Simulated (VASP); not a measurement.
# Ti (Fd-3m) in VASP: notebook

The runs below take Ti through single point, with LDA.

Everything below comes from runs of VASP 6.6.1. Logs are shortened: lines on timing, memory, paths and dates and some standing lists are left out, and cuts for length are marked.

### 1 The cell of the first run

Symmetry: Fd-3m, No. 227, cubic system. Conventional cell: a = 5.361 Å, b = 5.361 Å, c = 5.361 Å, α = 90.00°, β = 90.00°, γ = 90.00°. Ti (site symmetry -43m) has 4 Ti at 2.32 Å within 3.1 Å.

### 2 Single point, LDA

The input, INCAR:

```
ALGO = Normal ; EDIFF = 1E-7
ENCUT = 520 ; GGA = CA
ISIF = 2 ; ISMEAR = -1
LASPH = T ; LCHARG = F
LREAL = F ; LWAVE = F
NBANDS = 19 ; NELM = 80
PREC = Accurate ; SIGMA = 0.1
```

The input, KPOINTS:

```
k-points
0
Gamma
  10 10 10
```

The input, POSCAR:

```
Ti
1.0
    0.0000000000      2.6804349531      2.6804349531
    2.6804349531      0.0000000000      2.6804349531
    2.6804349531      2.6804349531      0.0000000000
Ti
2
Direct
    0.1250000000      0.1250000000      0.1250000000
    0.8750000000      0.8750000000      0.8750000000
```

Potentials or basis: VASP PAW LDA potentials, release 64 (Ti_sv).

On the command line:

```sh
> cat potpaw_LDA.64/Ti_sv/POTCAR > POTCAR
> mpirun -np 1 vasp_std > vasp.out
```

OUTCAR:

```text
EDIFF = 1E-7
   ENCUT = 520
   GGA = CA
   ISIF = 2
   ISMEAR = -1
   LASPH = T
   LREAL = F
   NELM = 80
   PREC = Accurate

 ion  position               nearest neighbor table
   1  0.125  0.125  0.125-   2 2.32   2 2.32   2 2.32   2 2.32
   2  0.875  0.875  0.875-   1 2.32   1 2.32   1 2.32   1 2.32

  LATTYP: Found a face centered cubic cell.
 ALAT       =     5.3608699062

  Lattice vectors:

 A1 = (   0.0000000000,   2.6804349531,   2.6804349531)
 A2 = (   2.6804349531,   0.0000000000,   2.6804349531)
 A3 = (   2.6804349531,   2.6804349531,   0.0000000000)

Analysis of symmetry for initial positions (statically):
=====================================================================
 Subroutine PRICEL returns:
 Original cell was already a primitive cell.

 Routine SETGRP: Setting up the symmetry group for a
 face centered cubic supercell.

 Subroutine GETGRP returns: Found 48 space group operations
 (whereof 12 operations were pure point group operations)
 out of a pool of 48 trial point group operations.

The static configuration has the point symmetry D_3d.
 The point group associated with its full space group is O_h .

Analysis of symmetry for dynamics (positions and initial velocities):
=====================================================================
 Subroutine PRICEL returns:
 Original cell was already a primitive cell.

 Routine SETGRP: Setting up the symmetry group for a
 face centered cubic supercell.

 Subroutine GETGRP returns: Found 48 space group operations
 (whereof 12 operations were pure point group operations)
 out of a pool of 48 trial point group operations.

The dynamic configuration has the point symmetry D_3d.
 The point group associated with its full space group is O_h .

 Subroutine INISYM returns: Found 48 space group operations
 (whereof 12 operations are pure point group operations),
 and found     1 'primitive' translations

----------------------------------------------------------------------------------------

                                     Primitive cell

  volume of cell :      38.5164
[... 78 lines left out ...]
   NGXF,Y,Z  is equivalent  to a cutoff of  24.56, 24.56, 24.56 a.u.
 SYSTEM =  unknown system
   PREC   = accura    normal or accurate (medium, high low for compatibility)
   ISTART =      0    job   : 0-new  1-cont  2-samecut
   ICHARG =      2    charge: 1-file 2-atom 10-const
   ISPIN  =      1    spin polarized calculation?
   LNONCOLLINEAR =      F non collinear calculations
   LSORBIT =      F    spin-orbit coupling
   LASPH  =      T    aspherical Exc in radial PAW
   ENCUT  =  520.0 eV  38.22 Ry    6.18 a.u.   7.05  7.05  7.05*2*pi/ulx,y,z
   NELM   =     80;   NELMIN=  2; NELMDL= -5     # of ELM steps
   EDIFF  = 0.1E-06   stopping-criterion for ELM
   LREAL  =      F    real-space projection
   EDIFFG = 0.1E-05   stopping-criterion for IOM
   NSW    =      0    number of steps for IOM
   IBRION =     -1    ionic relax: 0-MD 1-quasi-New 2-CG
   NFREE  =      0    steps in history (QN), initial steepest desc. (CG)
   ISIF   =      2    stress and relaxation
   ISYM   =      2    0-nonsym 1-usesym 2-fastsym
   POTIM  = 0.5000    time-step for ionic-motion
   TEBEG  =    0.0;   TEEND  =   0.0 temperature during run
   PSTRESS=    0.0 pullay stress
   NELECT =      24.0000    total number of electrons
   NUPDOWN=      -1.0000    fix difference up-down
   EMIN   =  10.00;   EMAX   =-10.00  energy-range for DOS
   EFERMI =   0.00;   METHOD = LEGACY
   ISMEAR =    -1;   SIGMA  =   0.10  broadening in eV -4-tet -1-fermi 0-gaus
   EFERMI_NEDOS =   21; number of points for ismear=-14 and -15
   IALGO  =     38    algorithm
   IMIX   =      4    mixing-type and parameters
     AMIX     =   0.40;   BMIX     =  1.00
     AMIX_MAG =   1.60;   BMIX_MAG =  1.00
  volume/ion in A,a.u.               =      19.26       129.96
  Fermi-wavevector in a.u.,A,eV,Ry     =   1.398288  2.642381 26.602239  1.955209
  Thomas-Fermi vector in A             =   2.521461
   LORBIT       =      0    0 simple, 1 ext, 2 COOP (PROOUT), +10 PAW based schemes
   GGA     = CA    functional components
   LHFCALC =     F    Hartree Fock is set to
   AEXX    =    0.0000 exact exchange contribution
   IVDW    =     0    specifies the selected vdW correction
   LEPSILON=     F    determine dielectric tensor
   LRPA    =     F    only Hartree local field effects (RPA)
 non-spin polarized calculation
  energy-cutoff  :      520.00
  volume of cell :       38.52
 maximum number of plane-waves:      1056
   NGX = 15   NGY = 15   NGZ = 15

 number of electron      23.9999987 magnetization

 Free energy of the ion-electron system (eV)
  ---------------------------------------------------
  ext. energy  EPLUGINS =         0.00000000
  ---------------------------------------------------
  free energy    TOTEN  =       -12.61144254 eV

  energy without entropy =      -12.43411163  energy(sigma->0) =      -12.52277708

 E-fermi :   6.6753     XC(G=0): -10.9704

 val. band max:        6.6492724593   @ k =   0.3000   0.2000   0.0000
 cond. band min:       6.6853878183   @ k =   0.1000   0.0000   0.0000
 fundamental gap:      0.0361153590
 Fermi energy:         6.6752770550

 k-point     1 :       0.0000    0.0000    0.0000
  band No.  band energies     occupation
      1     -49.3429      2.00000
      2     -48.4351      2.00000
      3     -26.2132      2.00000
      4     -26.2132      2.00000
      5     -26.2132      2.00000
      6     -25.0848      2.00000
[... 505 lines left out ...]
      6     -25.3971      2.00000
[... 11 lines left out ...]
     18      10.0508      0.00000
     19      11.4702      0.00000

 [... further k-points ...]

------------------------ aborting loop because EDIFF is reached ----------------------------------------

  FORCE on cell =-STRESS in cart. coord.  units (eV):
  Direction    XX          YY          ZZ          XY          YZ          ZX
  --------------------------------------------------------------------------------------
  -------------------------------------------------------------------------------------
  Total        0.1149624      0.1149624      0.1149624     -0.0000000      0.0000000     -0.0000000
  in kB        4.7821218      4.7821218      4.7821218     -0.0000000      0.0000000     -0.0000000
  external PRESSURE =       4.7821218 kB  Pullay stress =       0.0000000 kB

 VOLUME and BASIS-vectors are now :
 -----------------------------------------------------------------------------
  energy-cutoff  :      520.00
  volume of cell :       38.52
      direct lattice vectors                 reciprocal lattice vectors
     0.000000000  2.680434953  2.680434953    -0.186536890  0.186536890  0.186536890
     2.680434953  0.000000000  2.680434953     0.186536890 -0.186536890  0.186536890
     2.680434953  2.680434953  0.000000000     0.186536890  0.186536890 -0.186536890

 POSITION                                       TOTAL-FORCE (eV/Angst)
 -----------------------------------------------------------------------------------
      0.67011      0.67011      0.67011         0.000000     -0.000000     -0.000000
      4.69076      4.69076      4.69076        -0.000000      0.000000      0.000000
 -----------------------------------------------------------------------------------
    total drift:                                0.000000     -0.000000     -0.000000

  FREE ENERGIE OF THE ION-ELECTRON SYSTEM (eV)
  ---------------------------------------------------
  free  energy   TOTEN  =       -12.6114425390 eV

  energy  without entropy=      -12.4341116260  energy(sigma->0) =      -12.52277708
```

stdout:

```text
POSCAR found type information on POSCAR Ti
 POSCAR found :  1 types and       2 ions
 scaLAPACK will be used
 LDA part: xc-table for (Slater(with rela. corr.)+CA(PZ))
 , standard interpolation
 POSCAR, INCAR and KPOINTS ok, starting setup
 FFT: planning ... GRIDC
 FFT: planning ... GRID_SOFT
 FFT: planning ... GRID
 WAVECAR not read
 entering main loop
```

Run time: 13 s. Hardware: 1 thread of Intel Xeon 6975P-C (Granite Rapids), shared host; peak memory 0.15 GiB.

Results:

| Property | Result |
| --- | --- |
| Free energy | -12.6114 eV |
| Pressure | 0.5 GPa |
| Band gap on the k mesh | zero (band 12 reaches 6.89 eV, above the bottom of band 13 at 6.45 eV) |

Levels at points of the mesh, in eV from the Fermi level:
```csv
k point,band 8,band 9,band 10,band 11,band 12,band 13,band 14,band 15,band 16,band 17
"(0.00, 0.00, 0.00)",-31.76,-5.06,-0.93,-0.93,-0.16,-0.16,-0.16,2.00,2.00,2.00
"(0.50, 0.00, 0.00)",-31.60,-1.67,-1.65,-0.89,-0.89,-0.22,-0.22,0.81,3.00,3.00
"(0.50, 0.50, 0.00)",-31.44,-2.27,-2.27,-0.12,-0.12,0.73,0.73,1.69,1.69,4.37
```

### 3 Single point, LDA (volume scaled by 0.88)

The input, INCAR:

```
SYSTEM = Ti
PREC = Accurate ; ENCUT = 520
EDIFF = 1E-6 ; ISMEAR = -1
SIGMA = 0.1 ; LREAL = .FALSE.
LASPH = .TRUE. ; NELM = 80
ALGO = Normal ; ISIF = 2
LWAVE = .FALSE. ; LCHARG = .FALSE.
NBANDS = 19
```

The input, KPOINTS:

```
regular mesh
0
G
  11 11 11
  0 0 0
```

The input, POSCAR:

```
Ti
1.0
    0.0000000000      2.5686178520      2.5686178520
    2.5686178520      0.0000000000      2.5686178520
    2.5686178520      2.5686178520      0.0000000000
Ti
2
Direct
    0.1250000000      0.1250000000      0.1250000000
    0.8750000000      0.8750000000      0.8750000000
```

Potentials or basis: VASP PAW LDA potentials, release 64 (Ti_sv).

On the command line:

```sh
> cat potpaw_LDA.64/Ti_sv/POTCAR > POTCAR
> mpirun -np 1 vasp_std > vasp.out
```

Run time: 14 s. Hardware: 1 thread of Intel Xeon 6975P-C (Granite Rapids), shared host; peak memory 0.15 GiB.

It converged, with:

```
Free energy            : -12.5143 eV
Pressure               : 6.8 GPa
Band gap on the k mesh : zero (band 12 reaches 8.49 eV, above the bottom of band 13 at 7.75 eV)
```

Levels at points of the mesh, in eV from the Fermi level:
```csv
k point,band 10,band 11,band 12,band 13,band 14,band 15
"(0.00, 0.00, 0.00)",-1.27,-1.27,-0.20,-0.20,-0.20,2.24
```

### 4 Single point, LDA (volume scaled by 0.92)

The input, INCAR:

```
PREC = Accurate ; ENCUT = 520
EDIFF = 1E-6 ; ISMEAR = -1
SIGMA = 0.1 ; LREAL = F
LASPH = T ; NELM = 60
ALGO = Normal ; ISIF = 2
LWAVE = F ; LCHARG = F
GGA = CA ; NBANDS = 19
```

The input, KPOINTS:

```
regular mesh
0
Gamma
  11 11 11
```

The input, POSCAR:

```
Ti
1.0
    0.0000000000      2.6069610848      2.6069610848
    2.6069610848      0.0000000000      2.6069610848
    2.6069610848      2.6069610848      0.0000000000
Ti
2
Direct
    0.1250000000      0.1250000000      0.1250000000
    0.8750000000      0.8750000000      0.8750000000
```

On the command line:

```sh
> cat potpaw_LDA.64/Ti_sv/POTCAR > POTCAR
> mpirun -np 1 vasp_std > vasp.out
```

Run time: 14 s. Hardware: 1 thread of Intel Xeon 6975P-C (Granite Rapids), shared host; peak memory 0.15 GiB.

The run converged. Its results:

```yaml
Free_energy: -12.5673 eV
Pressure: 4.2 GPa
Band_gap_on_the_k_mesh: zero (band 12 reaches 7.91 eV, above the bottom of band 13 at 7.30 eV)
```

Levels at points of the mesh, in eV from the Fermi level:
```
           k point  band 8  band 9  band 10  band 11  band 12  band 13  band 14  band 15  band 16  band 17
(0.00, 0.00, 0.00)  -31.61   -5.24    -1.15    -1.15    -0.19    -0.19    -0.19     2.15     2.15     2.15
```

### 5 The runs side by side

```tsv
cell	k mesh	gap on the mesh (eV)	pressure (GPa)
a = 3.791 Å, angles 60.0°, 2 atoms	10 × 10 × 10	none	0.5
a = 3.633 Å, angles 60.0°, 2 atoms	11 × 11 × 11	none	6.8
a = 3.687 Å, angles 60.0°, 2 atoms	11 × 11 × 11	none	4.2
```

Alike in all rows: task single point; level LDA; potentials or basis VASP PAW LDA potentials, release 64 (Ti_sv); no spin polarisation; cutoff (eV) 520; smearing fermi-dirac 0.1 eV.

Total energies depend on the potentials used, so only differences within one code and one set of settings carry meaning.
